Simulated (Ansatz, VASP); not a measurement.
In in VASP and in Ansatz

```
In
1.0
     3.33548    0.00000    0.00000
    -1.66774    2.88861    0.00000
     0.00000    0.00000    5.50914
In
2
Direct
  0.66667 0.33333 0.75000
  0.33333 0.66667 0.25000
```

Alike in both runs: task relaxation of cell and atoms; functional revPBE; dispersion D3(BJ); k mesh 9 × 9 × 5; occupations fermi-dirac, width 0.05 eV; no spin polarisation.

|  | VASP | Ansatz |
| --- | --- | --- |
| version | VASP 6.6.1 | Ansatz 0.2.0 |
| potentials or method | VASP PAW PBE potentials, release 64 (In_d) | Ansatz PAW |
| plane-wave cutoff (eV) | 600 | 420 |
| valence electrons in the cell | 26 | 26 |

|  | VASP | Ansatz | Ansatz less VASP |
| --- | --- | --- | --- |
| gap on the k mesh at the Fermi level, each at its own relaxed structure (eV) | none | none | - |
| relaxed volume (Å³/atom) | 25.80 | 25.76 | -0.049 |
| relaxed cell length with the largest relative difference (Å) | 3.318 | 3.316 | -0.0023 |

VASP's potentials were made for PBE, not for revPBE. A gap of «none» marks a metal or a gap that the smearing closes.

Noted on Ansatz's run: the plane-wave basis is chosen anew once the cell has moved, so the energies of steps on either side of that aren't comparable.
